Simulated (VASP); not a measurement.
# Nb (a cell with a defect) in VASP: a series of runs

Nb (a cell with a defect) is run at these levels: PBE; tasks: single point.

Program: VASP 6.6.1. These are calculated values, not measurements. Logs are shortened: lines on timing, memory, paths and dates and some standing lists are left out, and cuts for length are marked.

## Step 1: The cell of the first run

The cell holds a defect, 7 atoms: a = 5.843 Å, b = 5.843 Å, c = 5.843 Å, α = 109.47°, β = 109.47°, γ = 109.47°.

## Step 2: Single point, PBE

The input, INCAR:

```
  ALGO = Normal
  EDIFF = 1E-6
  ENCUT = 520
  GGA = PE
  ISIF = 2
  ISMEAR = -1
  LASPH = T
  LCHARG = F
  LREAL = F
  LWAVE = F
  NBANDS = 54
  NELM = 100
  PREC = Accurate
  SIGMA = 0.05
```

The input, KPOINTS:

```
k-points
0
Gamma
  3 3 3
```

The input, POSCAR:

```
Nb
1.0
   -3.3736720000      3.3736720000      3.3736720000
    3.3736720000     -3.3736720000      3.3736720000
    3.3736720000      3.3736720000     -3.3736720000
Nb
7
Direct
    0.0003598453      0.0000486117     -0.0005080518
    0.0003842994      0.5000662483     -0.0005596276
    0.0003628094      0.5000990019      0.4994234769
    0.5003642915      0.0000512794     -0.0005845263
    0.5004554385      0.0000933701      0.4994372601
    0.5003247204      0.5000074103     -0.0006246902
    0.5003703680      0.5000655073      0.4994298497
```

Potentials or basis: VASP PAW PBE potentials, release 64 (Nb_sv).

Command:

```console
> cat potpaw_PBE.64/Nb_sv/POTCAR > POTCAR
> mpirun -np 1 vasp_std > vasp.out
```

OUTCAR:

```text
EDIFF = 1E-6
   ENCUT = 520
   GGA = PE
   ISIF = 2
   ISMEAR = -1
   LASPH = T
   LREAL = F
   NELM = 100
   PREC = Accurate

 ion  position               nearest neighbor table
   1  0.000  0.000  0.999-   4 2.92   2 2.92   7 2.92   7 2.92   2 2.92   4 2.92
   2  0.000  0.500  0.999-   5 2.92   1 2.92   3 2.92   6 2.92   6 2.92   3 2.92   1 2.92   5 2.92

   3  0.000  0.500  0.499-   2 2.92   4 2.92   7 2.92   7 2.92   4 2.92   2 2.92
   4  0.500  0.000  0.999-   1 2.92   5 2.92   3 2.92   6 2.92   6 2.92   3 2.92   5 2.92   1 2.92

   5  0.500  0.000  0.499-   2 2.92   4 2.92   7 2.92   7 2.92   4 2.92   2 2.92
   6  0.500  0.500  0.999-   7 2.92   2 2.92   4 2.92   4 2.92   2 2.92   7 2.92
   7  0.500  0.500  0.499-   6 2.92   3 2.92   1 2.92   5 2.92   5 2.92   1 2.92   3 2.92   6 2.92

  LATTYP: Found a body centered cubic cell.
 ALAT       =     6.7473440000

  Lattice vectors:

 A1 = (  -3.3736720000,   3.3736720000,   3.3736720000)
 A2 = (   3.3736720000,  -3.3736720000,   3.3736720000)
 A3 = (   3.3736720000,   3.3736720000,  -3.3736720000)

Analysis of symmetry for initial positions (statically):
=====================================================================
 Subroutine PRICEL returns:
 Original cell was already a primitive cell.

 Routine SETGRP: Setting up the symmetry group for a
 body centered cubic supercell.

 Subroutine GETGRP returns: Found  1 space group operations
 (whereof  1 operations were pure point group operations)
 out of a pool of 48 trial point group operations.

The static configuration has the point symmetry C_1 .

Analysis of symmetry for dynamics (positions and initial velocities):
=====================================================================
 Subroutine PRICEL returns:
 Original cell was already a primitive cell.

 Routine SETGRP: Setting up the symmetry group for a
 body centered cubic supercell.

 Subroutine GETGRP returns: Found  1 space group operations
 (whereof  1 operations were pure point group operations)
 out of a pool of 48 trial point group operations.

The dynamic configuration has the point symmetry C_1 .

 Subroutine INISYM returns: Found  1 space group operations
 (whereof  1 operations are pure point group operations),
 and found     1 'primitive' translations

----------------------------------------------------------------------------------------

[... 94 lines left out ...]
   NSW    =      0    number of steps for IOM
   IBRION =     -1    ionic relax: 0-MD 1-quasi-New 2-CG
   NFREE  =      0    steps in history (QN), initial steepest desc. (CG)
   ISIF   =      2    stress and relaxation
   ISYM   =      2    0-nonsym 1-usesym 2-fastsym
   POTIM  = 0.5000    time-step for ionic-motion
   TEBEG  =    0.0;   TEEND  =   0.0 temperature during run
   PSTRESS=    0.0 pullay stress
   NELECT =      91.0000    total number of electrons
   NUPDOWN=      -1.0000    fix difference up-down
   EMIN   =  10.00;   EMAX   =-10.00  energy-range for DOS
   EFERMI =   0.00;   METHOD = LEGACY
   ISMEAR =    -1;   SIGMA  =   0.05  broadening in eV -4-tet -1-fermi 0-gaus
   EFERMI_NEDOS =   21; number of points for ismear=-14 and -15
   IALGO  =     38    algorithm
   IMIX   =      4    mixing-type and parameters
     AMIX     =   0.40;   BMIX     =  1.00
     AMIX_MAG =   1.60;   BMIX_MAG =  1.00
  volume/ion in A,a.u.               =      21.94       148.07
  Fermi-wavevector in a.u.,A,eV,Ry     =   1.374989  2.598352 25.723089  1.890594
  Thomas-Fermi vector in A             =   2.500365
   LORBIT       =      0    0 simple, 1 ext, 2 COOP (PROOUT), +10 PAW based schemes
   GGA     = PE    functional components
   LHFCALC =     F    Hartree Fock is set to
   AEXX    =    0.0000 exact exchange contribution
   IVDW    =     0    specifies the selected vdW correction
   LEPSILON=     F    determine dielectric tensor
   LRPA    =     F    only Hartree local field effects (RPA)
 non-spin polarized calculation
  energy-cutoff  :      520.00
  volume of cell :      153.59
 maximum number of plane-waves:      4152
 NGX is ok and might be reduce to    48
   NGX = 21   NGY = 21   NGZ = 21

 number of electron      91.0000000 magnetization

 Free energy of the ion-electron system (eV)
  ---------------------------------------------------
  ext. energy  EPLUGINS =         0.00000000
  ---------------------------------------------------
  free energy    TOTEN  =       -68.06175232 eV

  energy without entropy =      -67.95824531  energy(sigma->0) =      -68.00999882

 E-fermi :   8.7146     XC(G=0): -11.3659

 val. band max:        8.6079618727   @ k =   0.3333  -0.3333   0.3333
 cond. band min:       8.7618324477   @ k =   0.3333  -0.3333   0.3333
 fundamental gap:      0.1538705751
 Fermi energy:         8.7145521888

 k-point     1 :       0.0000    0.0000    0.0000
  band No.  band energies     occupation
      1     -45.9864      2.00000
      2     -45.9070      2.00000
      3     -45.9069      2.00000
      4     -45.9068      2.00000
      5     -45.5958      2.00000
      6     -45.5957      2.00000
[... 787 lines left out ...]
     53      10.5720      0.00000
     54      10.5746      0.00000

------------------------ aborting loop because EDIFF is reached ----------------------------------------

  FORCE on cell =-STRESS in cart. coord.  units (eV):
  Direction    XX          YY          ZZ          XY          YZ          ZX
  --------------------------------------------------------------------------------------
  -------------------------------------------------------------------------------------
  Total      -13.5034481    -13.5038422    -13.5034454      0.0003941     -0.0006520     -0.0005304
  in kB     -140.8596806   -140.8637923   -140.8596524      0.0041114     -0.0068016     -0.0055328
  external PRESSURE =    -140.8610418 kB  Pullay stress =       0.0000000 kB

 VOLUME and BASIS-vectors are now :
 -----------------------------------------------------------------------------
  energy-cutoff  :      520.00
  volume of cell :      153.59
      direct lattice vectors                 reciprocal lattice vectors
    -3.373672000  3.373672000  3.373672000     0.000000000  0.148206465  0.148206465
     3.373672000 -3.373672000  3.373672000     0.148206465  0.000000000  0.148206465
     3.373672000  3.373672000 -3.373672000     0.148206465  0.148206465  0.000000000

 POSITION                                       TOTAL-FORCE (eV/Angst)
 -----------------------------------------------------------------------------------
      3.37091      3.37301     -3.37058        -0.000291     -0.000306      0.000953
      5.05755      1.68602     -1.68343        -0.000018     -0.000269     -0.000034
      3.37084     -0.00105      0.00350        -0.000080      0.000300     -0.000007
      1.68381      5.05959     -1.68346         0.000405      0.000229      0.000120
     -0.00312      3.37300      0.00375        -0.000206     -0.000230     -0.001303
      3.37049      3.37264      0.00323         0.000348      0.000146      0.000207
      1.68388      1.68594      1.69023        -0.000159      0.000130      0.000064
 -----------------------------------------------------------------------------------
    total drift:                                0.000078     -0.000031     -0.000094

  FREE ENERGIE OF THE ION-ELECTRON SYSTEM (eV)
  ---------------------------------------------------
  free  energy   TOTEN  =       -68.0617523207 eV

  energy  without entropy=      -67.9582453101  energy(sigma->0) =      -68.00999882
```

Wall time 7.7 min (1 thread of Intel Xeon 8259CL, shared host); peak memory 0.35 GiB.

Results:

```yaml
Free_energy: -68.0618 eV
Pressure: -14.1 GPa
Band_gap_on_the_k_mesh: zero (an odd number of electrons rules out a gap without spin polarisation)
```

Caveat: the k points lie up to 0.44 Å⁻¹ apart, too coarse for converged energies and pressures of a metal.

## Step 3: Single point, PBE

The input, INCAR:

```
PREC = Accurate
ENCUT = 520
EDIFF = 1E-7
ISMEAR = -1
SIGMA = 0.05
LREAL = F
LASPH = T
NELM = 80
ALGO = Normal
ISIF = 2
LWAVE = F
LCHARG = F
GGA = PE
NBANDS = 54
```

The input, KPOINTS:

```
regular mesh
0
Gamma
  3 3 3
```

The input, POSCAR:

```
Nb
1.0
   -3.3736720000      3.3736720000      3.3736720000
    3.3736720000     -3.3736720000      3.3736720000
    3.3736720000      3.3736720000     -3.3736720000
Nb
7
Direct
    0.0020400620      0.0016585785      0.0004143853
    0.0021352105      0.5017627677      0.0004880439
    0.0021565523      0.5017568394      0.5004723340
    0.5021205381      0.0017494291      0.0004674432
    0.5021743370      0.0018703656      0.5004865618
    0.5021495866      0.5017744760      0.0005411018
    0.0021484009      0.0017820345      0.5004914526
```

Potentials or basis: VASP PAW PBE potentials, release 64 (Nb_sv).

Command:

```console
> cat potpaw_PBE.64/Nb_sv/POTCAR > POTCAR
> mpirun -np 1 vasp_std > vasp.out
```

It took 7.9 min on 1 thread of Intel Xeon 8259CL, shared host; peak memory 0.35 GiB.

It converged, with:

- Free energy: -68.0618 eV
- Pressure: -14.1 GPa
- Band gap on the k mesh: zero (an odd number of electrons rules out a gap without spin polarisation)

Levels at points of the mesh, in eV from the Fermi level:
```tsv
k point	band 42	band 43	band 44	band 45	band 46	band 47
(0.00, 0.00, 0.00)	-0.60	-0.60	1.54	1.54	1.54	1.93
```

Caveat: the k points lie up to 0.44 Å⁻¹ apart, too coarse for converged energies and pressures of a metal.
